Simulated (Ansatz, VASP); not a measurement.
## CaO in VASP and in Ansatz

File INCAR:

```
SYSTEM = CaO
ALGO = Normal
EDIFF = 1E-6
ENCUT = 600
GGA = PS
GGA_COMPAT = .FALSE.
ISIF = 2
ISMEAR = 0
IVDW = 12
LASPH = .TRUE.
LCHARG = .FALSE.
LREAL = .FALSE.
LWAVE = .FALSE.
NBANDS = 15
NELM = 120
PREC = Accurate
SIGMA = 0.01
```

File KPOINTS:

```
k-points
0
G
  6 6 6
  0 0 0
```

File POSCAR:

```
CaO
1.0
    0.0000000000      2.6067317416      2.6067317416
    2.6067317416      0.0000000000      2.6067317416
    2.6067317416      2.6067317416      0.0000000000
Ca O
1 1
Direct
    0.0000000000      0.0000000000      0.0000000000
    0.2500000000      0.2500000000      0.2500000000
```

Input for Ansatz:

```yaml
crystal:
  lattice:
    - [0.0, 2.6067317416, 2.6067317416]
    - [2.6067317416, 0.0, 2.6067317416]
    - [2.6067317416, 2.6067317416, 0.0]
  atoms:
    - { symbol: Ca, position: [0.0, 0.0, 0.0] }
    - { symbol: O, position: [0.25, 0.25, 0.25] }
kpoints:
  mp_grid: { grid: [6, 6, 6] }
hamiltonian:
  xc: pbesol
  dispersion: d3bj
scf:
  occupations: { method: fixed }
  n_extra_bands: 4
output:
  forces: true
  stress: true
  eigenvalues: true
```

Alike in both runs: task single point; functional PBEsol; dispersion D3(BJ); k mesh 6 × 6 × 6; no spin polarisation.

```csv
,VASP,Ansatz
version,VASP 6.6.1,Ansatz 0.2.0
potentials or method,"VASP PAW PBE potentials, release 64 (Ca_sv, O)",plane waves
plane-wave cutoff (eV),600,420
occupations,"gaussian, width 0.01 eV",fixed
valence electrons in the cell,16,16
```

Ansatz gave:

| Property | Result |
| --- | --- |
| gap on the k mesh at the Fermi level (eV) | 3.20 |
| pressure (GPa) | -3.5 |

Problem. Which values does VASP return?

Solution. gap on the k mesh at the Fermi level (eV): 3.20; pressure (GPa): -3.0.

VASP's potentials were made for PBE, not for PBEsol.
